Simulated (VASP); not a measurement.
A run of VASP 6.6.1 is set up as follows.

Contents of INCAR:

```
PREC = Accurate ; ENCUT = 500
EDIFF = 1E-6 ; ISMEAR = 0
SIGMA = 0.02 ; LREAL = F
LASPH = T ; NELM = 120
ALGO = Normal ; ISIF = 2
LWAVE = F ; LCHARG = F
GGA = CA ; NBANDS = 16
GGA_COMPAT = F
```

File KPOINTS:

```
Automatic mesh
0
Gamma
  8 8 8
```

Contents of POSCAR:

```
CdS
1.0
    0.0000000000      2.8782715545      2.8782715545
    2.8782715545      0.0000000000      2.8782715545
    2.8782715545      2.8782715545      0.0000000000
Cd S
1 1
Direct
    0.0000000000      0.0000000000      0.0000000000
    0.2500000000      0.2500000000      0.2500000000
```

Potentials or basis: VASP PAW LDA potentials, release 64 (Cd, S).

Run with:

```console
$ cat potpaw_LDA.64/Cd/POTCAR potpaw_LDA.64/S/POTCAR > POTCAR
$ mpirun -np 1 vasp_std > vasp.out
```

(1) Predict the band gap on the k mesh.

(2) Estimate the pressure.

Results:

(1) 0.98 eV, direct.

(2) 0.5 GPa.
